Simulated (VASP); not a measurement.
# As (R-3m) in VASP: a series of runs

As is run at these levels: PBE+D3(BJ); tasks: single point, relaxation of cell and atoms.

All numbers are computed with VASP 6.6.1; they aren't measurements. Logs are shortened: lines on timing, memory, paths and dates and some standing lists are left out, and cuts for length are marked.

## 1. The cell of the first run

The structure is trigonal, space group R-3m (No. 166). The conventional cell has a = 3.760 Å, b = 3.760 Å, c = 10.457 Å, α = 90.00°, β = 90.00°, γ = 120.00°. Within 3.3 Å of As (site symmetry 3m) lie 6 As at 2.52 to 3.10 Å.

## 2. Single point, PBE+D3(BJ)

Contents of INCAR:

```
PREC = Accurate
ENCUT = 520
EDIFF = 1E-6
ISMEAR = 0
SIGMA = 0.1
LREAL = F
LASPH = T
NELM = 100
ALGO = Normal
ISIF = 2
LWAVE = F
LCHARG = F
GGA = PE
IVDW = 12
NBANDS = 12
```

Contents of KPOINTS:

```
regular mesh
0
Gamma
  6 6 6
```

Contents of POSCAR:

```
As
1.0
    1.8797500000      1.0852741700      3.4857666700
   -1.8797500000      1.0852741700      3.4857666700
    0.0000000000     -2.1705483400      3.4857666700
As
2
Direct
    0.2275400000      0.2275400000      0.2275400000
    0.7724600000      0.7724600000      0.7724600000
```

Potentials or basis: VASP PAW PBE potentials, release 64 (As).

Started as:

```bash
$ cat potpaw_PBE.64/As/POTCAR > POTCAR
$ mpirun -np 1 vasp_std > vasp.out
```

OUTCAR:

```text
PREC = Accurate
   ENCUT = 520
   EDIFF = 1E-6
   ISMEAR = 0
   LREAL = F
   LASPH = T
   NELM = 100
   ISIF = 2
   GGA = PE
   IVDW = 12
 IVDW          = 12

 ion  position               nearest neighbor table
   1  0.228  0.228  0.228-   2 2.52   2 2.52   2 2.52
   2  0.772  0.772  0.772-   1 2.52   1 2.52   1 2.52

  LATTYP: Found a trigonal (rhomboedric) cell.
 ALAT       =     4.1063182249
 COS(alpha) =     0.5808929386

  Lattice vectors:

 A1 = (   1.8797500000,   1.0852741700,   3.4857666700)
 A2 = (  -1.8797500000,   1.0852741700,   3.4857666700)
 A3 = (   0.0000000000,  -2.1705483400,   3.4857666700)

Analysis of symmetry for initial positions (statically):
=====================================================================
 Subroutine PRICEL returns:
 Original cell was already a primitive cell.

 Routine SETGRP: Setting up the symmetry group for a
 trigonal (rhombohedral) supercell.

 Subroutine GETGRP returns: Found 12 space group operations
 (whereof 12 operations were pure point group operations)
 out of a pool of 12 trial point group operations.

The static configuration has the point symmetry D_3d.

Analysis of symmetry for dynamics (positions and initial velocities):
=====================================================================
 Subroutine PRICEL returns:
 Original cell was already a primitive cell.

 Routine SETGRP: Setting up the symmetry group for a
 trigonal (rhombohedral) supercell.

 Subroutine GETGRP returns: Found 12 space group operations
 (whereof 12 operations were pure point group operations)
 out of a pool of 12 trial point group operations.

The dynamic configuration has the point symmetry D_3d.

 Subroutine INISYM returns: Found 12 space group operations
 (whereof 12 operations are pure point group operations),
 and found     1 'primitive' translations

----------------------------------------------------------------------------------------

                                     Primitive cell

  volume of cell :      42.6667

  direct lattice vectors                    reciprocal lattice vectors
     1.879750000  1.085274170  3.485766670     0.265992818  0.153571025  0.095626978
    -1.879750000  1.085274170  3.485766670    -0.265992818  0.153571025  0.095626978
     0.000000000 -2.170548340  3.485766670     0.000000000 -0.307142050  0.095626978

  length of vectors
     4.106318225  4.106318225  4.106318226     0.321684252  0.321684252  0.321684252

  position of ions in fractional coordinates (direct lattice)
     0.227540000  0.227540000  0.227540000
     0.772460000  0.772460000  0.772460000

  ion indices of the primitive-cell ions
   primitive index   ion index
                 1           1
                 2           2

----------------------------------------------------------------------------------------

 KPOINTS: regular mesh

Automatic generation of k-mesh.
 Grid dimensions read from file:
 generate k-points for:    6    6    6

 Generating k-lattice:

  Cartesian coordinates                     Fractional coordinates (reciprocal lattice)
     0.044332136  0.025595171  0.015937830     0.166666667  0.000000000  0.000000000
    -0.044332136  0.025595171  0.015937830     0.000000000  0.166666667  0.000000000
     0.000000000 -0.051190342  0.015937830     0.000000000  0.000000000  0.166666667

  Length of vectors
     0.053614042  0.053614042  0.053614042

  Shift w.r.t. Gamma in fractional coordinates (k-lattice)
     0.000000000  0.000000000  0.000000000

 Subroutine IBZKPT returns following result:
 ===========================================

 Found     32 irreducible k-points:

 Following reciprocal coordinates:
            Coordinates               Weight
  0.000000  0.000000  0.000000      1.000000
  0.166667  0.000000  0.000000      6.000000
  0.333333  0.000000  0.000000      6.000000
  0.500000  0.000000  0.000000      3.000000
  0.166667  0.166667  0.000000      6.000000
  0.333333  0.166667  0.000000     12.000000
[... 16 lines left out ...]
  0.500000  0.500000  0.166667      6.000000
 -0.333333  0.500000  0.166667     12.000000
 [... further k-points ...]
   k-points           NKPTS =     32   k-points in BZ     NKDIM =     32   number of bands    NBANDS=     12
   number of dos      NEDOS =    301   number of ions     NIONS =      2
   total plane-waves  NPLWV =  32768
   dimension x,y,z NGX =    32 NGY =   32 NGZ =   32
   dimension x,y,z NGXF=    64 NGYF=   64 NGZF=   64
   ions per type =               2
   NGX,Y,Z   is equivalent  to a cutoff of  12.96, 12.96, 12.96 a.u.
   NGXF,Y,Z  is equivalent  to a cutoff of  25.91, 25.91, 25.91 a.u.
 SYSTEM =  unknown system
   PREC   = accura    normal or accurate (medium, high low for compatibility)
   ISTART =      0    job   : 0-new  1-cont  2-samecut
   ICHARG =      2    charge: 1-file 2-atom 10-const
   ISPIN  =      1    spin polarized calculation?
   LNONCOLLINEAR =      F non collinear calculations
   LSORBIT =      F    spin-orbit coupling
   LASPH  =      T    aspherical Exc in radial PAW
   ENCUT  =  520.0 eV  38.22 Ry    6.18 a.u.   7.64  7.64  7.64*2*pi/ulx,y,z
   NELM   =    100;   NELMIN=  2; NELMDL= -5     # of ELM steps
   EDIFF  = 0.1E-05   stopping-criterion for ELM
   LREAL  =      F    real-space projection
   EDIFFG = 0.1E-04   stopping-criterion for IOM
   NSW    =      0    number of steps for IOM
   IBRION =     -1    ionic relax: 0-MD 1-quasi-New 2-CG
   NFREE  =      0    steps in history (QN), initial steepest desc. (CG)
   ISIF   =      2    stress and relaxation
   ISYM   =      2    0-nonsym 1-usesym 2-fastsym
   POTIM  = 0.5000    time-step for ionic-motion
   TEBEG  =    0.0;   TEEND  =   0.0 temperature during run
   PSTRESS=    0.0 pullay stress
   NELECT =      10.0000    total number of electrons
   NUPDOWN=      -1.0000    fix difference up-down
   EMIN   =  10.00;   EMAX   =-10.00  energy-range for DOS
   EFERMI =   0.00;   METHOD = LEGACY
   ISMEAR =     0;   SIGMA  =   0.10  broadening in eV -4-tet -1-fermi 0-gaus
   EFERMI_NEDOS =   21; number of points for ismear=-14 and -15
   IALGO  =     38    algorithm
   IMIX   =      4    mixing-type and parameters
     AMIX     =   0.40;   BMIX     =  1.00
     AMIX_MAG =   1.60;   BMIX_MAG =  1.00
  volume/ion in A,a.u.               =      21.33       143.96
  Fermi-wavevector in a.u.,A,eV,Ry     =   1.009358  1.907410 13.861657  1.018803
  Thomas-Fermi vector in A             =   2.142281
   LORBIT       =      0    0 simple, 1 ext, 2 COOP (PROOUT), +10 PAW based schemes
   GGA     = PE    functional components
   LHFCALC =     F    Hartree Fock is set to
   AEXX    =    0.0000 exact exchange contribution
   IVDW    =    12    specifies the selected vdW correction
   LEPSILON=     F    determine dielectric tensor
   LRPA    =     F    only Hartree local field effects (RPA)
 non-spin polarized calculation
 Gauss-broadening in eV      SIGMA  =   0.10
  energy-cutoff  :      520.00
  volume of cell :       42.67
 maximum number of plane-waves:      1161
 NGX is ok and might be reduce to    32
   NGX = 15   NGY = 15   NGZ = 15

 number of electron      10.0000000 magnetization

 Free energy of the ion-electron system (eV)
  ---------------------------------------------------
  ext. energy  EPLUGINS =         0.00000000
  ---------------------------------------------------
  free energy    TOTEN  =        -9.35660530 eV

  energy without entropy =       -9.35503530  energy(sigma->0) =       -9.35582030

 E-fermi :   5.5881     XC(G=0): -10.0185

 val. band max:        5.2535978156   @ k =   0.5000   0.0000   0.0000
 cond. band min:       5.5881084961   @ k =   0.3333   0.1667   0.1667
 fundamental gap:      0.3345106806
 Fermi energy:         5.5880737789

 k-point     1 :       0.0000    0.0000    0.0000
  band No.  band energies     occupation
      1      -9.5276      2.00000
      2      -0.2067      2.00000
      3       3.0133      2.00000
      4       3.5475      2.00000
      5       3.5475      2.00000
      6       7.3337      0.00000
      7       8.5247      0.00000
      8       8.5247      0.00000
      9      12.3372      0.00000
     10      12.3372      0.00000
     11      12.7545      0.00000
     12      14.2467      0.00000

 k-point     2 :       0.1667    0.0000    0.0000
  band No.  band energies     occupation
      1      -9.1544      2.00000
      2      -1.4192      2.00000
      3       2.9513      2.00000
      4       3.3133      2.00000
      5       3.6997      2.00000
      6       7.4154      0.00000
      7       8.0021      0.00000
      8       8.1232      0.00000
      9      11.2408      0.00000
     10      11.9463      0.00000
     11      12.4480      0.00000
     12      16.3039      0.00000

 k-point     3 :       0.3333    0.0000    0.0000
  band No.  band energies     occupation
      1      -8.0660      2.00000
      2      -3.7724      2.00000
      3       2.7639      2.00000
      4       2.9405      2.00000
      5       4.4303      2.00000
      6       6.1906      0.00000
      7       6.6986      0.00000
      8       7.2166      0.00000
      9      12.3608      0.00000
     10      13.5022      0.00000
     11      14.5243      0.00000
     12      17.8927      0.00000
[... 286 lines left out ...]
 k-point    23 :       0.5000    0.5000    0.1667
  band No.  band energies     occupation
      1      -7.2555      2.00000
      2      -3.8687      2.00000
      3      -0.5227      2.00000
      4       1.7831      2.00000
      5       2.4062      2.00000
      6       7.8007      0.00000
      7       9.9553      0.00000
      8      11.6851      0.00000
      9      11.9581      0.00000
     10      16.4932      0.00000
     11      17.0214      0.00000
     12      17.3321      0.00000

 k-point    24 :      -0.3333    0.5000    0.1667
  band No.  band energies     occupation
      1      -6.4782      2.00000
      2      -4.6429      2.00000
      3      -0.5761      2.00000
      4       0.4308      2.00000
      5       3.3561      2.00000
      6       7.8271      0.00000
      7       9.4220      0.00000
      8      12.0844      0.00000
      9      12.2471      0.00000
     10      14.2115      0.00000
     11      17.3648      0.00000
     12      18.4544      0.00000

 [... further k-points ...]

------------------------ aborting loop because EDIFF is reached ----------------------------------------

 Edisp (eV)   -0.84750

 E8    (eV) :    -0.3590

  FORCE on cell =-STRESS in cart. coord.  units (eV):
  Direction    XX          YY          ZZ          XY          YZ          ZX
  --------------------------------------------------------------------------------------
  -------------------------------------------------------------------------------------
  Total       0.29038     0.29038    -0.16918     0.00000    -0.00000     0.00000
  in kB      10.90422    10.90422    -6.35297     0.00000    -0.00000     0.00000
  external pressure =        5.15 kB  Pullay stress =        0.00 kB

 VOLUME and BASIS-vectors are now :
 -----------------------------------------------------------------------------
  energy-cutoff  :      520.00
  volume of cell :       42.67
      direct lattice vectors                 reciprocal lattice vectors
     1.879750000  1.085274170  3.485766670     0.265992818  0.153571025  0.095626978
    -1.879750000  1.085274170  3.485766670    -0.265992818  0.153571025  0.095626978
     0.000000000 -2.170548340  3.485766670     0.000000000 -0.307142050  0.095626978

 POSITION                                       TOTAL-FORCE (eV/Angst)
 -----------------------------------------------------------------------------------
      0.00000      0.00000      2.37945         0.000000     -0.000000      0.161423
      0.00000      0.00000      8.07785         0.000000      0.000000     -0.161423
 -----------------------------------------------------------------------------------
    total drift:                               -0.000000      0.000000     -0.000000

  FREE ENERGIE OF THE ION-ELECTRON SYSTEM (eV)
  ---------------------------------------------------
  free  energy   TOTEN  =       -10.2041088290 eV

  energy  without entropy=      -10.2025388332  energy(sigma->0) =      -10.20332383
```

Wall time 24 s (1 thread of AMD EPYC 7R43 (Zen 3), shared host); peak memory 0.15 GiB.

What came out:

```
Free energy                : -10.2041 eV
Pressure                   : 0.5 GPa
Largest force              : 0.161 eV/Å
Band gap on the k mesh     : zero (bands 5 and 6 overlap by 0.33 eV)
Dispersion energy per atom : -0.424 eV
```

Forces in eV/Å, atoms in the order of the input:
```
As   0.000  0.000  0.161
As   0.000  0.000 -0.161
```

Stress tensor (GPa, compression positive):
```
 1.09  0.00  0.00
 0.00  1.09  0.00
 0.00  0.00 -0.64
```

Levels at points of the mesh, in eV from the Fermi level:
```
           k point  band 1  band 2  band 3  band 4  band 5  band 6  band 7  band 8  band 9  band 10
(0.00, 0.00, 0.00)  -15.12   -5.79   -2.57   -2.04   -2.04    1.75    2.94    2.94    6.75     6.75
(0.50, 0.00, 0.00)  -12.35  -11.18   -2.80   -2.77   -0.39   -0.33    0.24    1.22    9.01     9.19
(0.50, 0.50, 0.00)  -12.31   -9.71   -6.12   -4.32   -4.18    1.48    5.47    6.80    7.34    10.55
(0.50, 0.50, 0.50)  -13.74  -10.16   -1.76   -1.76   -0.59    0.66    0.66    1.76    8.09    10.43
```

## 3. Single point, PBE+D3(BJ)

This run uses another cell than the first one, of 20.89 Å³/atom.

Contents of INCAR:

```
SYSTEM = As
ALGO = Normal ; EDIFF = 1E-6
ENCUT = 520 ; GGA = PE
ISIF = 2 ; ISMEAR = 0
IVDW = 12 ; LASPH = .TRUE.
LCHARG = .TRUE. ; LELF = .TRUE.
LREAL = .FALSE. ; LVHAR = .TRUE.
LWAVE = .FALSE. ; NBANDS = 12
NELM = 100 ; PREC = Accurate
SIGMA = 0.1
```

Contents of KPOINTS:

```
k-points
0
G
  15 15 15
  0 0 0
```

Contents of POSCAR:

```
As
1.0
    1.8917643096      1.0922106334      3.3704011456
   -1.8917643096      1.0922106334      3.3704011456
    0.0000000000     -2.1844212668      3.3704011456
As
2
Direct
    0.2303350048      0.2303350048      0.2303350048
    0.7696649952      0.7696649952      0.7696649952
```

Potentials or basis: VASP PAW PBE potentials, release 64 (As).

Started as:

```bash
$ cat potpaw_PBE.64/As/POTCAR > POTCAR
$ mpirun -np 1 vasp_std > vasp.out
```

Wall time 3.6 min (1 thread of AMD EPYC 7R43 (Zen 3), shared host); peak memory 0.25 GiB.

The run converged. Its results:

```yaml
Free_energy: -10.1749 eV
Pressure: 0.3 GPa
Largest_force: 0.045 eV/Å
Band_gap_on_the_k_mesh: zero (bands 5 and 6 overlap by 0.14 eV)
Dispersion_energy_per_atom: -0.433 eV
```

Forces in eV/Å, atoms in the order of the input:
```
As   0.000  0.000  0.045
As   0.000  0.000 -0.045
```

Stress tensor (GPa, compression positive):
```
0.30 0.00 0.00
0.00 0.30 0.00
0.00 0.00 0.20
```

Levels at points of the mesh, in eV from the Fermi level:
```
           k point  band 2  band 3  band 4  band 5  band 6  band 7  band 8  band 9
(0.00, 0.00, 0.00)   -5.60   -2.41   -2.10   -2.10    2.09    3.11    3.11    6.47
```

(Continued in part 2 of 2.)
